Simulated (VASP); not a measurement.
# Pb: single point with HSE06

Pb:

```xyz
1
Lattice="0.0000 2.5481 2.5481 2.5481 0.0000 2.5481 2.5481 2.5481 0.0000" Properties=species:S:1:pos:R:3 pbc="T T T"
Pb    0.0000    0.0000    0.0000
```

```json
{
 "Program": "VASP 6.6.1",
 "Task": "single point",
 "Functional": "HSE06",
 "Potentials or basis": "VASP PAW PBE potentials, release 64 (Pb_d)",
 "Cutoff": "520 eV",
 "k mesh": "6 × 6 × 6",
 "Occupations": "fermi-dirac, width 0.1 eV",
 "Spin": "no spin polarisation",
 "Dipole correction": "no",
 "Grid for exact exchange (PRECFOCK)": "Normal",
 "Further INCAR settings": "ALGO = Normal; EDIFF = 1e-06; NBANDS = 13",
 "Share of exact exchange": "0.25",
 "Screening parameter": "0.2079 1/Å"
}
```

The pressure is -1.5 GPa. The band gap on the k mesh is zero (bands 7 and 8 overlap by 9.04 eV).

Levels at points of the mesh, in eV from the Fermi level:
| k point | band 3 | band 4 | band 5 | band 6 | band 7 | band 8 | band 9 | band 10 | band 11 | band 12 |
| --- | --- | --- | --- | --- | --- | --- | --- | --- | --- | --- |
| (0.00, 0.00, 0.00) | -19.06 | -18.95 | -18.95 | -12.59 | 7.35 | 7.35 | 7.35 | 10.25 | 10.86 | 12.43 |
| (0.50, 0.00, 0.00) | -19.05 | -18.84 | -18.84 | -8.97 | -4.44 | 5.58 | 5.58 | 9.21 | 9.67 | 11.21 |
| (0.50, 0.50, 0.00) | -18.85 | -18.81 | -18.81 | -7.56 | -3.50 | 2.13 | 2.13 | 5.39 | 6.65 | 18.72 |

Wall time 47 min on 1 thread of Oxide Virtual Turin-like Processor (shared host), peak memory 0.25 GiB.

Caveat: the PAW data sets were made with another functional, which shifts forces and pressure a little; spin-orbit coupling is left out, which moves the levels of the heavy elements.
